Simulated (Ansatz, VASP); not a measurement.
One calculation of V, two programs

The input INCAR:

```
  ALGO = Normal
  EDIFF = 1E-6
  ENCUT = 500
  GGA = PE
  GGA_COMPAT = F
  ISIF = 2
  ISMEAR = -1
  ISPIN = 2
  LASPH = T
  LCHARG = F
  LMAXMIX = 4
  LORBIT = 11
  LREAL = F
  LWAVE = F
  MAGMOM = 0.5 0.5
  NBANDS = 24
  NELM = 200
  PREC = Accurate
  SIGMA = 0.1
```

KPOINTS

```
k-points
0
Gamma
  6 6 6
```

POSCAR

```
V
1.0
    3.0306120000      0.0049630000     -0.0190020000
    0.0049630000      3.0490800000      0.0153370000
   -0.0190020000      0.0153370000      3.0598970000
V
2
Direct
    0.9836450000      0.9811090000      0.0038950000
    0.5096580000      0.5118220000      0.4900830000
```

Input for Ansatz:

```yaml
crystal:
  lattice:
    - [3.030612, 0.004963, -0.019002]
    - [0.004963, 3.04908, 0.015337]
    - [-0.019002, 0.015337, 3.059897]
  atoms:
    - { symbol: V, position: [0.983645, 0.981109, 0.003895], spin: 0.5 }
    - { symbol: V, position: [0.509658, 0.511822, 0.490083], spin: 0.5 }
kpoints:
  mp_grid: { grid: [6, 6, 6], shift: [0, 0, 0] }
hamiltonian:
  xc: pbe
  pseudopotentials: { kind: nc }
scf:
  occupations: { method: fermi_dirac, width: 0.1 }
magnetization:
  spin_polarized: true
output:
  forces: true
  stress: true
```

Alike in both runs: task single point; functional PBE; k mesh 6 × 6 × 6; occupations fermi-dirac, width 0.1 eV; collinear spin.

```csv
,VASP,Ansatz
version,VASP 6.6.1,Ansatz 0.2 development build
potentials or method,"VASP PAW PBE potentials, release 64 (V_sv)",scalar-relativistic
plane-wave cutoff (eV),500,1143
```

```tsv
	VASP	Ansatz	Ansatz less VASP
net moment per atom (μB)	0.00	0.00	0.000
```

Ansatz's warnings: seeded moment not kept.
